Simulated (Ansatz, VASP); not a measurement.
Cs: VASP beside Ansatz

INCAR

```
PREC     = Accurate       # precision mode
ENCUT    = 520            # plane-wave cutoff, eV
EDIFF    = 1E-6           # SCF threshold, eV
ISMEAR   = 0              # smearing method
SIGMA    = 0.15           # smearing width, eV
LREAL    = False          # projectors in reciprocal space
LASPH    = True           # aspherical terms in the spheres
NELM     = 100            # most SCF steps
ALGO     = Fast           # electronic algorithm
ISIF     = 2              # what is computed and relaxed
LWAVE    = False          # write WAVECAR
LCHARG   = False          # write CHGCAR
GGA      = PE             # functional
NBANDS   = 10             # bands
```

The input KPOINTS:

```
Automatic mesh
0
Gamma
  12 12 12
```

File POSCAR:

```
Cs
1.0
   -2.7807000000      2.7807000000      3.1434000000
    2.7807000000     -2.7807000000      3.1434000000
    2.7807000000      2.7807000000     -3.1434000000
Cs
1
Direct
    0.0000000000      0.0000000000      0.0000000000
```

Input for Ansatz:

```yaml
crystal:
  lattice:
    - [-2.7807, 2.7807, 3.1434]
    - [2.7807, -2.7807, 3.1434]
    - [2.7807, 2.7807, -3.1434]
  atoms:
    - { symbol: Cs, position: [0.0, 0.0, 0.0] }
basis:
  ecutwfc: 420
kpoints:
  mp_grid: { grid: [12, 12, 12] }
hamiltonian:
  xc: pbe
scf:
  occupations: { method: gaussian, width: 0.15 }
output:
  forces: true
  stress: true
  eigenvalues: true
```

Change from the starting cell: strain -0.080 along x and y, +0.040 along z, atoms carried along.

Alike in both runs: task single point; functional PBE; k mesh 12 × 12 × 12; occupations gaussian, width 0.15 eV; no spin polarisation.

|  | VASP | Ansatz |
| --- | --- | --- |
| version | VASP 6.6.1 | Ansatz 0.2.0 |
| potentials or method | VASP PAW PBE potentials, release 64 (Cs_sv), cutoff 520 eV | scalar-relativistic, plane waves, PAW |
| valence electrons in the cell | 9 | 9 |

|  | VASP | Ansatz | Ansatz less VASP |
| --- | --- | --- | --- |
| gap on the k mesh at the Fermi level (eV) | none | none | - |
| pressure (GPa) | 0.5 | 0.5 | +0.01 |

A gap of «none» marks a metal or a gap that the smearing closes. The functional is the same, so the differences come from potentials, cutoffs and numerics.

Spin-orbit coupling is off throughout.
